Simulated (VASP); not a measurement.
# HfPb4O (F-43m) in VASP: a series of runs

Runs on HfPb4O. Level: PBE. Tasks: single point, relaxation of cell and atoms.

All numbers are computed with VASP 6.6.1; they aren't measurements. Logs are shortened: lines on timing, memory, paths and dates and some standing lists are left out, and cuts for length are marked.

## Step 1: The cell of the first run

Symmetry: F-43m, No. 216, cubic system. Conventional cell: a = 8.286 Å, b = 8.286 Å, c = 8.286 Å, α = 90.00°, β = 90.00°, γ = 90.00°. Within 4.5 Å of Hf (site symmetry -43m) lie 12 Pb at 3.44 Å and 6 O at 4.14 Å. Within 2.3 Å of Pb (site symmetry 3m) lie 1 O at 1.77 Å. Within 2.3 Å of O (site symmetry -43m) lie 4 Pb at 1.77 Å.

## Step 2: Single point, PBE

The input, INCAR:

```
PREC = Accurate
ENCUT = 520
EDIFF = 1E-7
ISMEAR = 0
SIGMA = 0.1
LREAL = F
LASPH = T
NELM = 60
ALGO = Normal
ISIF = 2
LWAVE = F
LCHARG = T
GGA = PE
LELF = T
LVHAR = T
NBANDS = 45
```

The input, KPOINTS:

```
Automatic mesh
0
Gamma
  4 4 4
```

The input, POSCAR:

```
HfPb4O
1.0
    0.0000000000      4.1430643000      4.1430643000
    4.1430643000      0.0000000000      4.1430643000
    4.1430643000      4.1430643000      0.0000000000
Hf Pb O
1 4 1
Direct
    0.0000000000      0.0000000000      0.0000000000
    0.8696399600      0.3767866800      0.3767866800
    0.3767866800      0.3767866800      0.3767866800
    0.3767866800      0.8696399600      0.3767866800
    0.3767866800      0.3767866800      0.8696399600
    0.5000000000      0.5000000000      0.5000000000
```

Potentials or basis: VASP PAW PBE potentials, release 64 (Hf_pv, Pb_d, O).

The run is started by

```bash
cat potpaw_PBE.64/Hf_pv/POTCAR potpaw_PBE.64/Pb_d/POTCAR potpaw_PBE.64/O/POTCAR > POTCAR
mpirun -np 1 vasp_std > vasp.out
```

OUTCAR:

```text
PREC = Accurate
   ENCUT = 520
   EDIFF = 1E-7
   ISMEAR = 0
   LREAL = F
   LASPH = T
   NELM = 60
   ISIF = 2
   GGA = PE

 ion  position               nearest neighbor table
   1  0.000  0.000  0.000-   2 3.44   4 3.44   2 3.44   5 3.44   4 3.44   5 3.44   3 3.44   3 3.44
                             3 3.44   2 3.44   4 3.44   5 3.44
   2  0.870  0.377  0.377-   6 1.77   4 2.89   5 2.89   3 2.89   5 2.97   4 2.97   3 2.97   1 3.44
                             1 3.44   1 3.44
   3  0.377  0.377  0.377-   6 1.77   4 2.89   5 2.89   2 2.89   5 2.97   4 2.97   2 2.97   1 3.44
                             1 3.44   1 3.44
   4  0.377  0.870  0.377-   6 1.77   3 2.89   5 2.89   2 2.89   3 2.97   5 2.97   2 2.97   1 3.44
                             1 3.44   1 3.44
   5  0.377  0.377  0.870-   6 1.77   3 2.89   4 2.89   2 2.89   3 2.97   4 2.97   2 2.97   1 3.44
                             1 3.44   1 3.44
   6  0.500  0.500  0.500-   3 1.77   2 1.77   4 1.77   5 1.77

  LATTYP: Found a face centered cubic cell.
 ALAT       =     8.2861286000

  Lattice vectors:

 A1 = (   0.0000000000,   4.1430643000,   4.1430643000)
 A2 = (   4.1430643000,   0.0000000000,   4.1430643000)
 A3 = (   4.1430643000,   4.1430643000,   0.0000000000)

Analysis of symmetry for initial positions (statically):
=====================================================================
 Subroutine PRICEL returns:
 Original cell was already a primitive cell.

 Routine SETGRP: Setting up the symmetry group for a
 face centered cubic supercell.

 Subroutine GETGRP returns: Found 24 space group operations
 (whereof 24 operations were pure point group operations)
 out of a pool of 48 trial point group operations.

The static configuration has the point symmetry T_d .

Analysis of symmetry for dynamics (positions and initial velocities):
=====================================================================
 Subroutine PRICEL returns:
 Original cell was already a primitive cell.

 Routine SETGRP: Setting up the symmetry group for a
 face centered cubic supercell.

 Subroutine GETGRP returns: Found 24 space group operations
 (whereof 24 operations were pure point group operations)
 out of a pool of 48 trial point group operations.

The dynamic configuration has the point symmetry T_d .

 Subroutine INISYM returns: Found 24 space group operations
 (whereof 24 operations are pure point group operations),
 and found     1 'primitive' translations

[... 90 lines left out ...]
   NFREE  =      0    steps in history (QN), initial steepest desc. (CG)
   ISIF   =      2    stress and relaxation
   ISYM   =      2    0-nonsym 1-usesym 2-fastsym
   POTIM  = 0.5000    time-step for ionic-motion
   TEBEG  =    0.0;   TEEND  =   0.0 temperature during run
   PSTRESS=    0.0 pullay stress
   NELECT =      72.0000    total number of electrons
   NUPDOWN=      -1.0000    fix difference up-down
   EMIN   =  10.00;   EMAX   =-10.00  energy-range for DOS
   EFERMI =   0.00;   METHOD = LEGACY
   ISMEAR =     0;   SIGMA  =   0.10  broadening in eV -4-tet -1-fermi 0-gaus
   EFERMI_NEDOS =   21; number of points for ismear=-14 and -15
   IALGO  =     38    algorithm
   IMIX   =      4    mixing-type and parameters
     AMIX     =   0.40;   BMIX     =  1.00
     AMIX_MAG =   1.60;   BMIX_MAG =  1.00
  volume/ion in A,a.u.               =      23.71       159.97
  Fermi-wavevector in a.u.,A,eV,Ry     =   1.304730  2.465582 23.161476  1.702320
  Thomas-Fermi vector in A             =   2.435646
   LORBIT       =      0    0 simple, 1 ext, 2 COOP (PROOUT), +10 PAW based schemes
   GGA     = PE    functional components
   LHFCALC =     F    Hartree Fock is set to
   AEXX    =    0.0000 exact exchange contribution
   IVDW    =     0    specifies the selected vdW correction
   LEPSILON=     F    determine dielectric tensor
   LRPA    =     F    only Hartree local field effects (RPA)
 non-spin polarized calculation
 Gauss-broadening in eV      SIGMA  =   0.10
  energy-cutoff  :      520.00
  volume of cell :      142.23
 maximum number of plane-waves:      3860
 NGX is ok and might be reduce to    48
   NGX = 21   NGY = 21   NGZ = 21

 number of electron      72.0000003 magnetization

 Free energy of the ion-electron system (eV)
  ---------------------------------------------------
  ext. energy  EPLUGINS =         0.00000000
  ---------------------------------------------------
  free energy    TOTEN  =       -12.38607379 eV

  energy without entropy =      -12.36148760  energy(sigma->0) =      -12.37378069

 E-fermi :   7.7735     XC(G=0): -10.3953

 val. band max:        7.7499267966   @ k =  -0.2500   0.2500   0.0000
 cond. band min:       7.9155390751   @ k =   0.5000   0.0000   0.0000
 fundamental gap:      0.1656122785
 Fermi energy:         7.7734642115

 k-point     1 :       0.0000    0.0000    0.0000
  band No.  band energies     occupation
      1     -24.2536      2.00000
      2     -24.2536      2.00000
      3     -24.2536      2.00000
      4     -20.1032      2.00000
      5     -11.8883      2.00000
      6     -11.8883      2.00000
[... 373 lines left out ...]
     44      11.4208      0.00000
     45      11.8504      0.00000

------------------------ aborting loop because EDIFF is reached ----------------------------------------

  FORCE on cell =-STRESS in cart. coord.  units (eV):
  Direction    XX          YY          ZZ          XY          YZ          ZX
  --------------------------------------------------------------------------------------
  -------------------------------------------------------------------------------------
  Total       50.7829321     50.7829321     50.7829321      0.0000000     -0.0000000      0.0000000
  in kB      572.0491423    572.0491423    572.0491423      0.0000000     -0.0000000      0.0000000
  external PRESSURE =     572.0491423 kB  Pullay stress =       0.0000000 kB

 VOLUME and BASIS-vectors are now :
 -----------------------------------------------------------------------------
  energy-cutoff  :      520.00
  volume of cell :      142.23
      direct lattice vectors                 reciprocal lattice vectors
     0.000000000  4.143064300  4.143064300    -0.120683621  0.120683621  0.120683621
     4.143064300  0.000000000  4.143064300     0.120683621 -0.120683621  0.120683621
     4.143064300  4.143064300  0.000000000     0.120683621  0.120683621 -0.120683621

 POSITION                                       TOTAL-FORCE (eV/Angst)
 -----------------------------------------------------------------------------------
      0.00000      0.00000      0.00000         0.000000      0.000000      0.000000
      3.12210      5.16403      5.16403        -8.973362      8.973362      8.973362
      3.12210      3.12210      3.12210        -8.973362     -8.973362     -8.973362
      5.16403      3.12210      5.16403         8.973362     -8.973362      8.973362
      5.16403      5.16403      3.12210         8.973362      8.973362     -8.973362
      4.14306      4.14306      4.14306         0.000000      0.000000      0.000000
 -----------------------------------------------------------------------------------
    total drift:                                0.000001      0.000001      0.000001

  FREE ENERGIE OF THE ION-ELECTRON SYSTEM (eV)
  ---------------------------------------------------
  free  energy   TOTEN  =       -12.3860737853 eV

  energy  without entropy=      -12.3614875978  energy(sigma->0) =      -12.37378069
```

OSZICAR:

```text
N       E                     dE             d eps       ncg     rms          rms(c)
DAV:   1     0.976147641481E+03    0.97615E+03   -0.35123E+04   720   0.195E+03
DAV:   2     0.111511980667E+03   -0.86464E+03   -0.84582E+03   720   0.552E+02
DAV:   3    -0.896140376620E+01   -0.12047E+03   -0.11822E+03   876   0.238E+02
[... 11 lines left out ...]
DAV:  15    -0.123860744739E+02   -0.27710E-05   -0.55702E-06   968   0.154E-02    0.805E-03
DAV:  16    -0.123860736895E+02    0.78434E-06   -0.60862E-06  1163   0.237E-02    0.111E-03
DAV:  17    -0.123860739942E+02   -0.30462E-06   -0.32031E-06   771   0.698E-03    0.348E-03
DAV:  18    -0.123860738327E+02    0.16144E-06   -0.37539E-07   699   0.568E-03    0.127E-03
DAV:  19    -0.123860737853E+02    0.47416E-07   -0.45746E-07   666   0.288E-03
   1 F= -.12386074E+02 E0= -.12373781E+02  d E =-.245862E-01
```

stdout:

```text
POSCAR found type information on POSCAR HfPbO
 POSCAR found :  3 types and       6 ions
 scaLAPACK will be used
 LDA part: xc-table for (Slater+PW92), standard interpolation
 POSCAR, INCAR and KPOINTS ok, starting setup
 FFT: planning ... GRIDC
 FFT: planning ... GRID_SOFT
 FFT: planning ... GRID
 WAVECAR not read
 entering main loop
```

Run time: 2.3 min. Hardware: 1 thread of Intel Xeon Platinum 8259CL at 2.50GHz (Skylake/Cascade Lake), shared host; peak memory 0.33 GiB.

Results:

| Property | Result |
| --- | --- |
| Free energy | -12.3861 eV |
| Pressure | 57.2 GPa |
| Largest force | 15.542 eV/Å |
| Band gap on the k mesh | zero (band 36 reaches 7.95 eV, above the bottom of band 37 at 6.72 eV) |

Forces in eV/Å, atoms in the order of the input:
```
Hf   0.000  0.000  0.000
Pb  -8.973  8.973  8.973
Pb  -8.973 -8.973 -8.973
Pb   8.973 -8.973  8.973
Pb   8.973  8.973 -8.973
O    0.000  0.000  0.000
```

Levels at points of the mesh, in eV from the Fermi level:
```csv
k point,band 34,band 35,band 36,band 37,band 38,band 39
"(0.00, 0.00, 0.00)",-1.08,-1.08,-1.08,-1.05,1.08,1.73
"(0.50, 0.00, 0.00)",-1.99,-0.15,-0.15,0.14,0.14,0.44
"(0.50, 0.50, 0.00)",-1.03,0.18,0.18,0.63,0.63,1.60
```

Caveat: spin-orbit coupling is left out, which moves the levels of the heavy elements; forces of over 1 eV/Å act on the atoms, so gaps and moduli don't describe the material at rest.

## Step 3: Single point, PBE

This run uses another cell than the first one, of 37.87 Å³/atom, 1.598 times its volume.

The input, INCAR:

```
PREC = Accurate ; ENCUT = 520
EDIFF = 1E-6 ; ISMEAR = 0
SIGMA = 0.1 ; LREAL = False
LASPH = True ; NELM = 100
ALGO = Normal ; ISIF = 2
LWAVE = False ; LCHARG = False
GGA = PE ; NBANDS = 45
```

The input, KPOINTS:

```
regular mesh
0
Gamma
  4 4 4
```

The input, POSCAR:

```
HfPb4O
1.0
    0.0000000000      4.8434470293      4.8434470293
    4.8434470293      0.0000000000      4.8434470293
    4.8434470293      4.8434470293      0.0000000000
Hf Pb O
1 4 1
Direct
    0.0000000000      0.0000000000      0.0000000000
    0.9008159359      0.3663946880      0.3663946880
    0.3663946880      0.3663946880      0.3663946880
    0.3663946880      0.9008159359      0.3663946880
    0.3663946880      0.3663946880      0.9008159359
    0.5000000000      0.5000000000      0.5000000000
```

Potentials or basis: VASP PAW PBE potentials, release 64 (Hf_pv, Pb_d, O).

The run is started by

```bash
cat potpaw_PBE.64/Hf_pv/POTCAR potpaw_PBE.64/Pb_d/POTCAR potpaw_PBE.64/O/POTCAR > POTCAR
mpirun -np 1 vasp_std > vasp.out
```

Run time: 3.6 min. Hardware: 1 thread of Intel Xeon Platinum 8259CL at 2.50GHz (Skylake/Cascade Lake), shared host; peak memory 0.42 GiB.

It converged, with:

| Quantity | Value |
| --- | --- |
| Free energy | -25.3900 eV |
| Pressure | -0.1 GPa |
| Largest force | 0.039 eV/Å |
| Band gap on the k mesh | zero (band 36 reaches 3.18 eV, above the bottom of band 37 at 2.69 eV) |

Forces in eV/Å, atoms in the order of the input:
```
Hf   0.000  0.000  0.000
Pb  -0.022  0.022  0.022
Pb  -0.022 -0.022 -0.022
Pb   0.022 -0.022  0.022
Pb   0.022  0.022 -0.022
O    0.000  0.000  0.000
```

Levels at points of the mesh, in eV from the Fermi level:
```csv
k point,band 32,band 33,band 34,band 35,band 36,band 37,band 38,band 39,band 40,band 41
"(0.00, 0.00, 0.00)",-1.50,-1.06,-1.06,-0.45,-0.45,-0.45,-0.12,1.17,1.17,1.17
"(0.50, 0.00, 0.00)",-2.32,-0.76,-0.76,-0.12,-0.12,0.46,0.46,0.64,1.18,1.34
"(0.50, 0.50, 0.00)",-2.67,-0.96,-0.19,-0.19,-0.06,0.78,0.79,0.79,1.14,1.17
```

Caveat: spin-orbit coupling is left out, which moves the levels of the heavy elements.

## Step 4: Relaxation of cell and atoms, PBE

The input, INCAR:

```
SYSTEM = HfPb4O
PREC     = Accurate       ! precision mode
ENCUT    = 600            ! plane-wave cutoff, eV
EDIFF    = 1E-6           ! SCF threshold, eV
ISMEAR   = 0              ! smearing method
SIGMA    = 0.1            ! smearing width, eV
LREAL    = .FALSE.        ! projectors in reciprocal space
LASPH    = .TRUE.         ! aspherical terms in the spheres
NELM     = 100            ! most SCF steps
ALGO     = Normal         ! electronic algorithm
ISIF     = 3              ! what is computed and relaxed
LWAVE    = .FALSE.        ! write WAVECAR
LCHARG   = .FALSE.        ! write CHGCAR
GGA      = PE             ! functional
IBRION   = 2              ! ionic algorithm
NSW      = 90             ! ionic steps
EDIFFG   = -0.04          ! ionic threshold
```

The input, KPOINTS:

```
Automatic mesh
0
G
  4 4 4
  0 0 0
```

The input, POSCAR:

```
HfPb4O
1.0
    0.0000000000      4.1430643000      4.1430643000
    4.1430643000      0.0000000000      4.1430643000
    4.1430643000      4.1430643000      0.0000000000
Hf Pb O
1 4 1
Direct
    0.0000000000      0.0000000000      0.0000000000
    0.8696399600      0.3767866800      0.3767866800
    0.3767866800      0.3767866800      0.3767866800
    0.3767866800      0.8696399600      0.3767866800
    0.3767866800      0.3767866800      0.8696399600
    0.5000000000      0.5000000000      0.5000000000
```

The run is started by

```bash
cat potpaw_PBE.64/Hf_pv/POTCAR potpaw_PBE.64/Pb_d/POTCAR potpaw_PBE.64/O/POTCAR > POTCAR
mpirun -np 1 vasp_std > vasp.out
```

Run time: 32 min. Hardware: 1 thread of Intel Xeon Platinum 8259CL at 2.50GHz (Skylake/Cascade Lake), shared host; peak memory 0.37 GiB.

Results (log left out):

| Item | Value |
| --- | --- |
| Free energy | -25.3456 eV |
| Relaxed volume | 37.59 Å³/atom |
| Relaxed cell | a = 6.832 Å, b = 6.832 Å, c = 6.832 Å, α = 60.00°, β = 60.00°, γ = 60.00° |
| Space group after relaxing (to 0.05 Å) | F-43m (No. 216) |
| Energy gained by relaxing | 2158.5 meV/atom |
| Ionic steps | 15 |
| Pressure after relaxing | 0.0 GPa |
| Largest force after relaxing | 0.013 eV/Å |
| Band gap on the k mesh | zero (band 36 reaches 3.23 eV, above the bottom of band 37 at 2.75 eV) |

Forces in eV/Å, atoms in the order of the input:
```
Hf   0.000  0.000  0.000
Pb  -0.008  0.008  0.008
Pb  -0.008 -0.008 -0.008
Pb   0.008 -0.008  0.008
Pb   0.008  0.008 -0.008
O    0.000  0.000  0.000
```

The path:
```tsv
step	energy change (eV)	largest force (eV/Å)	pressure (GPa)	volume (Å³)
1	0.0000	15.5393	57.22	142.23
2	6.7507	18.0110	9.33	397.35
3	1.1815	14.0157	7.36	334.97
4	-2.4513	12.0590	6.26	293.04
5	-8.9322	8.7900	8.61	208.64
6	-9.7962	5.4110	17.66	173.32
7	-9.8169	7.0464	13.21	185.62
8	-11.6012	0.2179	-5.60	289.69
9	-12.7156	1.2574	-1.85	238.27
10	-12.7186	1.3288	-1.62	236.56
11	-12.7186	1.3822	-1.45	235.34
12	-12.9291	0.4369	0.45	222.24
13	-12.9312	0.3089	0.72	220.80
14	-12.9504	0.0426	0.15	224.66
15	-12.9510	0.0134	0.03	225.53
```

Final structure:
```cif
data_structure
_symmetry_space_group_name_H-M 'P 1'
_symmetry_Int_Tables_number 1
_cell_length_a 6.8324
_cell_length_b 6.8324
_cell_length_c 6.8324
_cell_angle_alpha 60.000
_cell_angle_beta 60.000
_cell_angle_gamma 60.000
_cell_volume 225.53
loop_
_atom_site_label
_atom_site_type_symbol
_atom_site_fract_x
_atom_site_fract_y
_atom_site_fract_z
_atom_site_occupancy
Hf1 Hf 0.00000 0.00000 0.00000 1
Pb1 Pb 0.90116 0.36628 0.36628 1
Pb2 Pb 0.36628 0.36628 0.36628 1
Pb3 Pb 0.36628 0.90116 0.36628 1
Pb4 Pb 0.36628 0.36628 0.90116 1
O1 O 0.50000 0.50000 0.50000 1
```

Levels at points of the mesh, in eV from the Fermi level:
| k point | band 34 | band 35 | band 36 | band 37 | band 38 | band 39 |
| --- | --- | --- | --- | --- | --- | --- |
| (0.00, 0.00, 0.00) | -1.07 | -0.45 | -0.45 | -0.45 | -0.10 | 1.18 |
| (0.50, 0.00, 0.00) | -0.77 | -0.12 | -0.12 | 0.46 | 0.46 | 0.64 |
| (0.50, 0.50, 0.00) | -0.18 | -0.18 | -0.06 | 0.79 | 0.79 | 0.79 |

Caveat: the volume moved by over 15 % at a fixed basis, so the end points are rough; spin-orbit coupling is left out, which moves the levels of the heavy elements.

## Step 5: Single point, PBE

This run uses another cell than the first one, of 37.59 Å³/atom, 1.586 times its volume.

The input, INCAR:

```
ALGO = Normal
EDIFF = 1E-6
ENCUT = 520
GGA = PE
ISIF = 2
ISMEAR = 0
LASPH = T
LCHARG = F
LREAL = F
LWAVE = F
NBANDS = 45
NELM = 80
PREC = Accurate
SIGMA = 0.1
```

The input, KPOINTS:

```
k-points
0
Gamma
  8 8 8
```

The input, POSCAR:

```
HfPb4O
1.0
    0.0000000000      4.8313864782      4.8313864782
    4.8313864782      0.0000000000      4.8313864782
    4.8313864782      4.8313864782      0.0000000000
Hf Pb O
1 4 1
Direct
    0.0000000000      0.0000000000      0.0000000000
    0.6334543284      0.6334543284      0.0996370147
    0.6334543284      0.0996370147      0.6334543284
    0.0996370147      0.6334543284      0.6334543284
    0.6334543284      0.6334543284      0.6334543284
    0.5000000000      0.5000000000      0.5000000000
```

The run is started by

```bash
cat potpaw_PBE.64/Hf_pv/POTCAR potpaw_PBE.64/Pb_d/POTCAR potpaw_PBE.64/O/POTCAR > POTCAR
mpirun -np 1 vasp_std > vasp.out
```

Wall time 11 min (1 thread of Intel Xeon Platinum 8259CL at 2.50GHz (Skylake/Cascade Lake), shared host); peak memory 0.55 GiB.

It converged, with:

| Property | Result |
| --- | --- |
| Free energy | -25.3898 eV |
| Pressure | 0.0 GPa |
| Largest force | 0.023 eV/Å |
| Band gap on the k mesh | zero (band 36 reaches 3.29 eV, above the bottom of band 37 at 2.74 eV) |

Forces in eV/Å, atoms in the order of the input:
```
Hf   0.000  0.000  0.000
Pb  -0.013 -0.013  0.013
Pb  -0.013  0.013 -0.013
Pb   0.013 -0.013 -0.013
Pb   0.013  0.013  0.013
O    0.000  0.000  0.000
```

Levels at points of the mesh, in eV from the Fermi level:
| k point | band 33 | band 34 | band 35 | band 36 | band 37 | band 38 | band 39 | band 40 |
| --- | --- | --- | --- | --- | --- | --- | --- | --- |
| (0.00, 0.00, 0.00) | -1.09 | -1.09 | -0.49 | -0.49 | -0.49 | -0.13 | 1.17 | 1.17 |
| (0.50, 0.00, 0.00) | -0.80 | -0.80 | -0.13 | -0.13 | 0.45 | 0.45 | 0.64 | 1.18 |
| (0.50, 0.50, 0.00) | -1.00 | -0.20 | -0.20 | -0.08 | 0.78 | 0.78 | 0.78 | 1.12 |

Caveat: spin-orbit coupling is left out, which moves the levels of the heavy elements.

## Step 6: Summary

```tsv
task	cell	k mesh	cutoff (eV)	gap on the mesh (eV)	pressure (GPa)	largest force (eV/Å)
single point	a = 5.859 Å, angles 60.0°, 6 atoms	4 × 4 × 4	520	none	57.2	15.54
single point	a = 6.850 Å, angles 60.0°, 6 atoms	4 × 4 × 4	520	none	-0.1	0.04
relaxation of cell and atoms	relaxed from a = 5.859 Å, angles 60.0°, 6 atoms	4 × 4 × 4	600	none	0.0	0.01
single point	a = 6.833 Å, angles 60.0°, 6 atoms	8 × 8 × 8	520	none	0.0	0.02
```

Alike in all rows: level PBE; potentials or basis VASP PAW PBE potentials, release 64 (Hf_pv, Pb_d, O); no spin polarisation; smearing gaussian 0.1 eV.

Caveats: spin-orbit coupling is left out, which moves the levels of the heavy elements; forces of over 1 eV/Å act on the atoms, so gaps and moduli don't describe the material at rest (some runs); the volume moved by over 15 % at a fixed basis, so the end points are rough (some runs).

Total energies depend on the potentials used, so only differences within one code and one set of settings carry meaning.
